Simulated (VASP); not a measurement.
# AlIn2N3 (Cmc2_1) in VASP: a series of runs, part 2 of 2

VASP 6.6.1. The steps go on from the part before.

## (4) Single point, PBEsol

This run uses another cell than the first one, of 11.98 Å³/atom.

The input, INCAR:

```
SYSTEM = AlIn2N3
PREC     = Accurate       ! precision mode
ENCUT    = 520            ! plane-wave cutoff, eV
EDIFF    = 1E-7           ! SCF threshold, eV
ISMEAR   = 0              ! smearing method
SIGMA    = 0.02           ! smearing width, eV
LREAL    = .False.        ! projectors in reciprocal space
LASPH    = .True.         ! aspherical terms in the spheres
NELM     = 80             ! most SCF steps
ALGO     = Normal         ! electronic algorithm
ISIF     = 2              ! what is computed and relaxed
LWAVE    = .False.        ! write WAVECAR
LCHARG   = .False.        ! write CHGCAR
GGA      = PS             ! functional
NBANDS   = 56             ! bands
```

The input, KPOINTS:

```
Automatic mesh
0
Gamma
  6 6 6
  0 0 0
```

The input, POSCAR:

```
AlIn2N3
1.0
    4.9027131342     -2.8159265202      0.0000000000
    4.9027131342      2.8159265202      0.0000000000
    0.0000000000      0.0000000000      5.2072385859
Al In N
2 4 6
Direct
    0.3385182804      0.6614817196      0.9886568257
    0.6614817196      0.3385182804      0.4886568257
    0.9843952908      0.3384008809      0.9861689074
    0.6615991191      0.0156047092      0.9861689074
    0.0156047092      0.6615991191      0.4861689074
    0.3384008809      0.9843952908      0.4861689074
    0.9728945555      0.3304183954      0.3870361570
    0.6695816046      0.0271054445      0.3870361570
    0.0271054445      0.6695816046      0.8870361570
    0.3304183954      0.9728945555      0.8870361570
    0.3704458952      0.6295541048      0.3369330458
    0.6295541048      0.3704458952      0.8369330458
```

Potentials or basis: VASP PAW PBE potentials, release 64 (Al, In_d, N).

On the command line:

```bash
$ cat potpaw_PBE.64/Al/POTCAR potpaw_PBE.64/In_d/POTCAR potpaw_PBE.64/N/POTCAR > POTCAR
$ mpirun -np 1 vasp_std > vasp.out
```

OUTCAR:

```text
SYSTEM = AlIn2N3
   PREC = Accurate
   ENCUT = 520
   EDIFF = 1E-7
   ISMEAR = 0
   LREAL = .False.
   LASPH = .True.
   NELM = 80
   ISIF = 2
   GGA = PS

 ion  position               nearest neighbor table
   1  0.339  0.661  0.989-   9 1.82  10 1.82  12 1.82  11 1.82   3 3.15   4 3.15   6 3.17   5 3.17
                             2 3.18   2 3.18   6 3.19   5 3.19   3 3.31   4 3.31   4 3.32   3 3.32
   2  0.661  0.339  0.489-   7 1.82   8 1.82  11 1.82  12 1.82   6 3.15   5 3.15   4 3.17   3 3.17
                             1 3.18   1 3.18   4 3.19   3 3.19   5 3.31   6 3.31   6 3.32   5 3.32
   3  0.984  0.338  0.986-   9 2.07  10 2.07  12 2.07   7 2.09   1 3.15   4 3.17   2 3.17   2 3.19
                             5 3.24   5 3.24   6 3.28   6 3.28   1 3.31   4 3.31   4 3.31   1 3.32
   4  0.662  0.016  0.986-  10 2.07   9 2.07  12 2.07   8 2.09   1 3.15   3 3.17   2 3.17   2 3.19
                             6 3.24   6 3.24   5 3.28   5 3.28   1 3.31   3 3.31   3 3.31   1 3.32
   5  0.016  0.662  0.486-   7 2.07   8 2.07  11 2.07   9 2.09   2 3.15   6 3.17   1 3.17   1 3.19
                             3 3.24   3 3.24   4 3.28   4 3.28   2 3.31   6 3.31   6 3.31   2 3.32
   6  0.338  0.984  0.486-   8 2.07   7 2.07  11 2.07  10 2.09   2 3.15   5 3.17   1 3.17   1 3.19
                             4 3.24   4 3.24   3 3.28   3 3.28   2 3.31   5 3.31   5 3.31   2 3.32
   7  0.973  0.330  0.387-   2 1.82   5 2.07   6 2.07   3 2.09
   8  0.670  0.027  0.387-   2 1.82   6 2.07   5 2.07   4 2.09
   9  0.027  0.670  0.887-   1 1.82   3 2.07   4 2.07   5 2.09
  10  0.330  0.973  0.887-   1 1.82   4 2.07   3 2.07   6 2.09
  11  0.370  0.630  0.337-   2 1.82   1 1.82   5 2.07   6 2.07
  12  0.630  0.370  0.837-   1 1.82   2 1.82   3 2.07   4 2.07

  LATTYP: Found a base centered orthorhombic cell.
 ALAT       =     5.6318530404
 B/A-ratio  =     1.7410657199
 C/A-ratio  =     0.9246048412

  Lattice vectors:

 A1 = (  -4.9027131342,  -2.8159265202,   0.0000000000)
 A2 = (   4.9027131342,  -2.8159265202,   0.0000000000)
 A3 = (   0.0000000000,   0.0000000000,   5.2072385859)

Analysis of symmetry for initial positions (statically):
=====================================================================
 Subroutine PRICEL returns:
 Original cell was already a primitive cell.

 Routine SETGRP: Setting up the symmetry group for a
 base centered orthorhombic supercell.

 Subroutine GETGRP returns: Found  4 space group operations
 (whereof  2 operations were pure point group operations)
 out of a pool of  8 trial point group operations.

The static configuration has the point symmetry C_1h.
 The point group associated with its full space group is C_2v.

Analysis of symmetry for dynamics (positions and initial velocities):
=====================================================================
 Subroutine PRICEL returns:
 Original cell was already a primitive cell.

 Routine SETGRP: Setting up the symmetry group for a
 base centered orthorhombic supercell.

 Subroutine GETGRP returns: Found  4 space group operations
 (whereof  2 operations were pure point group operations)
 out of a pool of  8 trial point group operations.

The dynamic configuration has the point symmetry C_1h.
 The point group associated with its full space group is C_2v.

 Subroutine INISYM returns: Found  4 space group operations
 (whereof  2 operations are pure point group operations),
 and found     1 'primitive' translations
[... 100 lines left out ...]
   dimension x,y,z NGX =    42 NGY =   42 NGZ =   40
   dimension x,y,z NGXF=    84 NGYF=   84 NGZF=   80
   ions per type =               2   4   6
   NGX,Y,Z   is equivalent  to a cutoff of  12.35, 12.35, 12.77 a.u.
   NGXF,Y,Z  is equivalent  to a cutoff of  24.70, 24.70, 25.54 a.u.
 SYSTEM =  AlIn2N3
   PREC   = accura    normal or accurate (medium, high low for compatibility)
   ISTART =      0    job   : 0-new  1-cont  2-samecut
   ICHARG =      2    charge: 1-file 2-atom 10-const
   ISPIN  =      1    spin polarized calculation?
   LNONCOLLINEAR =      F non collinear calculations
   LSORBIT =      F    spin-orbit coupling
   LASPH  =      T    aspherical Exc in radial PAW
   ENCUT  =  520.0 eV  38.22 Ry    6.18 a.u.  10.51 10.51  9.68*2*pi/ulx,y,z
   NELM   =     80;   NELMIN=  2; NELMDL= -5     # of ELM steps
   EDIFF  = 0.1E-06   stopping-criterion for ELM
   LREAL  =      F    real-space projection
   EDIFFG = 0.1E-05   stopping-criterion for IOM
   NSW    =      0    number of steps for IOM
   IBRION =     -1    ionic relax: 0-MD 1-quasi-New 2-CG
   NFREE  =      0    steps in history (QN), initial steepest desc. (CG)
   ISIF   =      2    stress and relaxation
   ISYM   =      2    0-nonsym 1-usesym 2-fastsym
   POTIM  = 0.5000    time-step for ionic-motion
   TEBEG  =    0.0;   TEEND  =   0.0 temperature during run
   PSTRESS=    0.0 pullay stress
   NELECT =      88.0000    total number of electrons
   NUPDOWN=      -1.0000    fix difference up-down
   EMIN   =  10.00;   EMAX   =-10.00  energy-range for DOS
   EFERMI =   0.00;   METHOD = LEGACY
   ISMEAR =     0;   SIGMA  =   0.02  broadening in eV -4-tet -1-fermi 0-gaus
   EFERMI_NEDOS =   21; number of points for ismear=-14 and -15
   IALGO  =     38    algorithm
   IMIX   =      4    mixing-type and parameters
     AMIX     =   0.40;   BMIX     =  1.00
     AMIX_MAG =   1.60;   BMIX_MAG =  1.00
  volume/ion in A,a.u.               =      11.98        80.86
  Fermi-wavevector in a.u.,A,eV,Ry     =   1.389965  2.626654 26.286505  1.932004
  Thomas-Fermi vector in A             =   2.513946
   LORBIT       =      0    0 simple, 1 ext, 2 COOP (PROOUT), +10 PAW based schemes
   GGA     = PS    functional components
   LHFCALC =     F    Hartree Fock is set to
   AEXX    =    0.0000 exact exchange contribution
   IVDW    =     0    specifies the selected vdW correction
   LEPSILON=     F    determine dielectric tensor
   LRPA    =     F    only Hartree local field effects (RPA)
 non-spin polarized calculation
 Gauss-broadening in eV      SIGMA  =   0.02
  energy-cutoff  :      520.00
  volume of cell :      143.78
 maximum number of plane-waves:      3909
   NGX = 21   NGY = 21   NGZ = 19

 number of electron      87.9999998 magnetization

 Free energy of the ion-electron system (eV)
  ---------------------------------------------------
  ext. energy  EPLUGINS =         0.00000000
  ---------------------------------------------------
  free energy    TOTEN  =       -76.15198510 eV

  energy without entropy =      -76.15198510  energy(sigma->0) =      -76.15198510

 E-fermi :   7.9767     XC(G=0): -11.7254

 val. band max:        7.8557347223   @ k =   0.0000   0.0000   0.0000
 cond. band min:       9.3274805756   @ k =   0.0000   0.0000   0.0000
 fundamental gap:      1.4717458533
 Fermi energy:         7.9766589689

 k-point     1 :       0.0000    0.0000    0.0000
  band No.  band energies     occupation
      1      -7.7199      2.00000
      2      -7.3033      2.00000
      3      -7.0591      2.00000
      4      -7.0501      2.00000
      5      -6.8611      2.00000
      6      -6.6617      2.00000
[... 1405 lines left out ...]
     55      16.7750      0.00000
     56      17.1279      0.00000

 [... further k-points ...]

------------------------ aborting loop because EDIFF is reached ----------------------------------------

  FORCE on cell =-STRESS in cart. coord.  units (eV):
  Direction    XX          YY          ZZ          XY          YZ          ZX
  --------------------------------------------------------------------------------------
  -------------------------------------------------------------------------------------
  Total       22.6545203     22.6471726     22.6619235      0.0000000      0.0000000      0.0000000
  in kB      252.4469796    252.3651026    252.5294766      0.0000000      0.0000000      0.0000000
  external PRESSURE =     252.4471863 kB  Pullay stress =       0.0000000 kB

 VOLUME and BASIS-vectors are now :
 -----------------------------------------------------------------------------
  energy-cutoff  :      520.00
  volume of cell :      143.78
      direct lattice vectors                 reciprocal lattice vectors
     4.902713134 -2.815926520  0.000000000     0.101984348 -0.177561451  0.000000000
     4.902713134  2.815926520  0.000000000     0.101984348  0.177561451  0.000000000
     0.000000000  0.000000000  5.207238586     0.000000000  0.000000000  0.192040365

 POSITION                                       TOTAL-FORCE (eV/Angst)
 -----------------------------------------------------------------------------------
      4.90271      0.90944      5.14817         0.000000      0.002598     -0.000555
      4.90271     -0.90944      2.54455         0.000000     -0.002598     -0.000555
      6.48529     -1.81907      5.13522         0.002279     -0.000263     -0.004272
      3.32014     -1.81907      5.13522        -0.002279     -0.000263     -0.004272
      3.32014      1.81907      2.53160        -0.002279      0.000263     -0.004272
      6.48529      1.81907      2.53160         0.002279      0.000263     -0.004272
      6.38977     -1.80917      2.01539        -0.008903      0.005693      0.007836
      3.41566     -1.80917      2.01539         0.008903      0.005693      0.007836
      3.41566      1.80917      4.61901         0.008903     -0.005693      0.007836
      6.38977      1.80917      4.61901        -0.008903     -0.005693      0.007836
      4.90271      0.72963      1.75449         0.000000     -0.009998     -0.006573
      4.90271     -0.72963      4.35811         0.000000      0.009998     -0.006573
 -----------------------------------------------------------------------------------
    total drift:                                0.000000     -0.000000     -0.000377

  FREE ENERGIE OF THE ION-ELECTRON SYSTEM (eV)
  ---------------------------------------------------
  free  energy   TOTEN  =       -76.1519850959 eV

  energy  without entropy=      -76.1519850959  energy(sigma->0) =      -76.15198510
```

Run time: 4.1 min. Hardware: 1 thread of Intel Xeon 6975P-C (Granite Rapids), shared host; peak memory 0.46 GiB.

What came out:

```
Free energy            : -76.1520 eV
Pressure               : 25.2 GPa
Largest force          : 0.013 eV/Å
Band gap on the k mesh : 1.47 eV
```

Forces in eV/Å, atoms in the order of the input:
```
Al   0.000  0.003 -0.001
Al   0.000 -0.003 -0.001
In   0.002  0.000 -0.004
In  -0.002  0.000 -0.004
In  -0.002  0.000 -0.004
In   0.002  0.000 -0.004
N   -0.009  0.006  0.008
N    0.009  0.006  0.008
N    0.009 -0.006  0.008
N   -0.009 -0.006  0.008
N    0.000 -0.010 -0.007
N    0.000  0.010 -0.007
```

Caveat: the cell stands under pressure; the PAW data sets were made with another functional, which shifts forces and pressure a little; spin-orbit coupling is left out, which moves the levels of the heavy elements.

## (5) Single point, PBEsol

This run uses another cell than the first one, of 13.64 Å³/atom.

The input, INCAR:

```
  ALGO = Normal
  EDIFF = 1E-6
  ENCUT = 520
  GGA = PS
  ISIF = 2
  ISMEAR = 0
  LASPH = True
  LCHARG = False
  LREAL = False
  LWAVE = False
  NBANDS = 56
  NELM = 80
  PREC = Accurate
  SIGMA = 0.02
```

The input, KPOINTS:

```
k-points
0
Gamma
  6 6 6
```

The input, POSCAR:

```
AlIn2N3
1.0
    5.1037822103     -2.9377219226      0.0000000000
    5.1037822103      2.9377219226      0.0000000000
    0.0000000000      0.0000000000      5.4580624789
Al In N
2 4 6
Direct
    0.3407865641      0.6592134359      0.9892816814
    0.6592134359      0.3407865641      0.4892816814
    0.9886136727      0.3354175011      0.9873300042
    0.6645824989      0.0113863273      0.9873300042
    0.0113863273      0.6645824989      0.4873300042
    0.3354175011      0.9886136727      0.4873300042
    0.9704935245      0.3328366389      0.3847451752
    0.6671633611      0.0295064755      0.3847451752
    0.0295064755      0.6671633611      0.8847451752
    0.3328366389      0.9704935245      0.8847451752
    0.3669971640      0.6330028360      0.3385679598
    0.6330028360      0.3669971640      0.8385679598
```

On the command line:

```bash
$ cat potpaw_PBE.64/Al/POTCAR potpaw_PBE.64/In_d/POTCAR potpaw_PBE.64/N/POTCAR > POTCAR
$ mpirun -np 1 vasp_std > vasp.out
```

Wall time 7.8 min (1 thread of Intel Xeon Platinum 8375C at 2.90GHz (Ice Lake), shared host); peak memory 0.54 GiB.

Results (log left out):

- Free energy: -77.5029 eV
- Pressure: -0.9 GPa
- Largest force: 0.029 eV/Å
- Band gap on the k mesh: 0.93 eV

Forces on the atoms (eV/Å):
```
Al   0.000  0.003 -0.001
Al   0.000 -0.003 -0.001
In   0.002 -0.001 -0.002
In  -0.002 -0.001 -0.002
In  -0.002  0.001 -0.002
In   0.002  0.001 -0.002
N   -0.023  0.014  0.010
N    0.023  0.014  0.010
N    0.023 -0.014  0.010
N   -0.023 -0.014  0.010
N    0.000 -0.024 -0.016
N    0.000  0.024 -0.016
```

Levels at points of the mesh, in eV from the valence-band top:
```csv
k point,band 41,band 42,band 43,band 44,band 45,band 46,band 47,band 48
"(0.00, 0.00, 0.00)",-0.63,-0.06,-0.02,0.00,0.93,3.51,4.89,5.20
"(0.50, 0.00, 0.00)",-0.78,-0.67,-0.64,-0.45,3.60,3.66,4.73,4.83
"(0.50, 0.50, 0.00)",-0.80,-0.75,-0.52,-0.41,3.59,3.70,4.31,5.22
"(0.00, 0.00, 0.50)",-0.34,-0.34,-0.26,-0.26,3.21,3.21,5.94,5.94
"(0.50, 0.00, 0.50)",-1.02,-1.02,-0.95,-0.95,3.93,3.93,4.46,4.46
"(0.50, 0.50, 0.50)",-1.06,-1.06,-0.78,-0.78,3.98,3.98,4.52,4.52
```

Caveat: the PAW data sets were made with another functional, which shifts forces and pressure a little; spin-orbit coupling is left out, which moves the levels of the heavy elements.

## (6) Single point, PBEsol

This run uses another cell than the first one, of 13.81 Å³/atom.

The input, INCAR:

```
SYSTEM = AlIn2N3
ALGO     = Normal         ! electronic algorithm
EDIFF    = 1E-6           ! SCF threshold, eV
ENCUT    = 600            ! plane-wave cutoff, eV
GGA      = PS             ! functional
GGA_COMPAT= .FALSE.      
ISIF     = 2              ! what is computed and relaxed
ISMEAR   = 0              ! smearing method
LASPH    = .TRUE.         ! aspherical terms in the spheres
LCHARG   = .TRUE.         ! write CHGCAR
LELF     = .TRUE.         ! ELF
LREAL    = .FALSE.        ! projectors in reciprocal space
LVHAR    = .TRUE.       
LWAVE    = .FALSE.        ! write WAVECAR
NBANDS   = 56             ! bands
NELM     = 120            ! most SCF steps
PREC     = Accurate       ! precision mode
SIGMA    = 0.02           ! smearing width, eV
```

The input, KPOINTS:

```
k-points
0
G
  6 6 6
  0 0 0
```

The input, POSCAR:

```
AlIn2N3
1.0
    5.1699066617     -2.9752769100      0.0000000000
    5.1699066617      2.9752769100      0.0000000000
    0.0000000000      0.0000000000      5.3852065845
Al In N
2 4 6
Direct
    0.3408068490      0.6591931510      0.9885540456
    0.6591931510      0.3408068490      0.4885540456
    0.9890254826      0.3352081013      0.9835463453
    0.6647918987      0.0109745174      0.9835463453
    0.0109745174      0.6647918987      0.4835463453
    0.3352081013      0.9890254826      0.4835463453
    0.9700577036      0.3330291975      0.3872853743
    0.6669708025      0.0299422964      0.3872853743
    0.0299422964      0.6669708025      0.8872853743
    0.3330291975      0.9700577036      0.8872853743
    0.3669558008      0.6330441992      0.3417825153
    0.6330441992      0.3669558008      0.8417825153
```

Potentials or basis: VASP PAW PBE potentials, release 64 (Al, In_d, N).

On the command line:

```bash
$ cat potpaw_PBE.64/Al/POTCAR potpaw_PBE.64/In_d/POTCAR potpaw_PBE.64/N/POTCAR > POTCAR
$ mpirun -np 1 vasp_std > vasp.out
```

Run time: 18 min. Hardware: 1 thread of Intel Xeon 8259CL, shared host; peak memory 0.62 GiB.

It converged, with:

| Quantity | Value |
| --- | --- |
| Free energy | -77.4516 eV |
| Pressure | -2.9 GPa |
| Largest force | 0.026 eV/Å |
| Band gap on the k mesh | 0.89 eV |

Forces in eV/Å, atoms in the order of the input:
```
Al   0.000  0.001 -0.001
Al   0.000 -0.001 -0.001
In   0.001  0.000 -0.005
In  -0.001  0.000 -0.005
In  -0.001  0.000 -0.005
In   0.001  0.000 -0.005
N   -0.020  0.012  0.012
N    0.020  0.012  0.012
N    0.020 -0.012  0.012
N   -0.020 -0.012  0.012
N    0.000 -0.020 -0.013
N    0.000  0.020 -0.013
```

Stress tensor (GPa, compression positive):
```
-4.46  0.00  0.00
 0.00 -4.34  0.00
 0.00  0.00  0.07
```

Levels at points of the mesh, in eV from the valence-band top:
| k point | band 42 | band 43 | band 44 | band 45 | band 46 | band 47 |
| --- | --- | --- | --- | --- | --- | --- |
| (0.00, 0.00, 0.00) | -0.06 | -0.05 | 0.00 | 0.89 | 3.26 | 5.03 |
| (0.50, 0.00, 0.00) | -0.65 | -0.64 | -0.48 | 3.55 | 3.59 | 4.60 |
| (0.50, 0.50, 0.00) | -0.68 | -0.53 | -0.44 | 3.54 | 3.62 | 4.20 |
| (0.00, 0.00, 0.50) | -0.40 | -0.26 | -0.26 | 3.15 | 3.15 | 5.97 |
| (0.50, 0.00, 0.50) | -0.92 | -0.86 | -0.86 | 3.91 | 3.91 | 4.44 |
| (0.50, 0.50, 0.50) | -0.97 | -0.69 | -0.69 | 4.01 | 4.01 | 4.49 |

Caveat: the PAW data sets were made with another functional, which shifts forces and pressure a little; spin-orbit coupling is left out, which moves the levels of the heavy elements.

## (7) Summary

| cell | cutoff (eV) | smearing | gap on the mesh (eV) | pressure (GPa) | largest force (eV/Å) |
| --- | --- | --- | --- | --- | --- |
| a = 5.877, b = 5.877, c = 5.445 Å, angles 90.0, 90.0, 59.8°, 12 atoms, atomic positions A | 520 | gaussian 0.05 eV | 0.95 | 0.1 | 0.02 |
| a = 5.700, b = 5.700, c = 5.543 Å, angles 90.0, 90.0, 59.8°, 12 atoms, atomic positions B | 600 | gaussian 0.02 eV | 0.98 | 7.8 | 0.34 |
| a = 5.654, b = 5.654, c = 5.207 Å, angles 90.0, 90.0, 59.7°, 12 atoms, atomic positions C | 520 | gaussian 0.02 eV | 1.47 | 25.2 | 0.01 |
| a = 5.889, b = 5.889, c = 5.458 Å, angles 90.0, 90.0, 59.8°, 12 atoms, atomic positions A | 520 | gaussian 0.02 eV | 0.93 | -0.9 | 0.03 |
| a = 5.965, b = 5.965, c = 5.385 Å, angles 90.0, 90.0, 59.8°, 12 atoms, atomic positions D | 600 | gaussian 0.02 eV | 0.89 | -2.9 | 0.03 |

Alike in all rows: task single point; level PBEsol; potentials or basis VASP PAW PBE potentials, release 64 (Al, In_d, N); no spin polarisation; k mesh 6 × 6 × 6.

Caveats: the PAW data sets were made with another functional, which shifts forces and pressure a little; spin-orbit coupling is left out, which moves the levels of the heavy elements; the cell stands under pressure (at least some runs).

Absolute energies hang on the potentials; compare differences alone.
